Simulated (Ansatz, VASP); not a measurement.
**SiC in VASP and in Ansatz**

Contents of POSCAR:

```
SiC
1.0
    0.0000000000      2.2290187726      2.2290187726
    2.2290187726      0.0000000000      2.2290187726
    2.2290187726      2.2290187726      0.0000000000
Si C
1 1
Direct
    0.0000000000      0.0000000000      0.0000000000
    0.2500000000      0.2500000000      0.2500000000
```

The input INCAR.step1:

```
ALGO     = Normal         # electronic algorithm
EDIFF    = 1E-4           # SCF threshold, eV
ENCUT    = 520            # plane-wave cutoff, eV
GGA      = PE             # functional
ISMEAR   = 0              # smearing method
LASPH    = True           # aspherical terms in the spheres
LCHARG   = False          # write CHGCAR
LREAL    = False          # projectors in reciprocal space
LWAVE    = True           # write WAVECAR
NBANDS   = 11             # bands
NELM     = 80             # most SCF steps
PREC     = Accurate       # precision mode
SIGMA    = 0.01           # smearing width, eV
```

The input INCAR.step2:

```
ALGO     = Normal         # electronic algorithm
EDIFF    = 1E-7           # SCF threshold, eV
ENCUT    = 520            # plane-wave cutoff, eV
ISIF     = 2              # what is computed and relaxed
ISMEAR   = 0              # smearing method
ISTART   = 1            
LASPH    = True           # aspherical terms in the spheres
LCHARG   = False          # write CHGCAR
LMIXTAU  = True         
LREAL    = False          # projectors in reciprocal space
LWAVE    = False          # write WAVECAR
METAGGA  = R2SCAN         # meta-GGA
NBANDS   = 11             # bands
NELM     = 80             # most SCF steps
PREC     = Accurate       # precision mode
SIGMA    = 0.01           # smearing width, eV
```

Contents of KPOINTS:

```
k-points
0
Gamma
  10 10 10
```

Input for Ansatz:

```yaml
crystal:
  lattice:
    - [0.0, 2.2290187726, 2.2290187726]
    - [2.2290187726, 0.0, 2.2290187726]
    - [2.2290187726, 2.2290187726, 0.0]
  atoms:
    - { symbol: Si, position: [0.0, 0.0, 0.0] }
    - { symbol: C, position: [0.25, 0.25, 0.25] }
kpoints:
  mp_grid: { grid: [10, 10, 10] }
  band_path:
    path:
      - [0.0, 0.0, 0.0]
      - [-0.5, -0.5, 0.0]
      - [-0.375, -0.375, 0.25]
      - [-0.375, 0.0, 0.375]
      - [0.0, 0.0, 0.5]
      - [-0.5, -0.25, 0.25]
    npoints: 1
hamiltonian:
  xc: r2scan
scf:
  occupations: { method: fixed }
  n_extra_bands: 4
output:
  forces: true
  stress: true
  eigenvalues: true
```

Change from the starting cell: hydrostatic strain +2.3%.

Alike in both runs: task single point; functional r2SCAN; k mesh 10 × 10 × 10; no spin polarisation.

```csv
,VASP,Ansatz
version,VASP 6.6.1,Ansatz 0.2.0
potentials or method,"VASP PAW PBE potentials, release 64 (Si, C)","plane waves, PAW"
plane-wave cutoff (eV),520,500
occupations,"gaussian, width 0.01 eV",fixed
valence electrons in the cell,8,8
```

```tsv
	VASP	Ansatz	Ansatz less VASP
gap on the k mesh at the Fermi level (eV)	1.76	1.76	-0.009
pressure (GPa)	-13.9	-13.7	+0.13
```

VASP's potentials were made for PBE, not for r2SCAN.
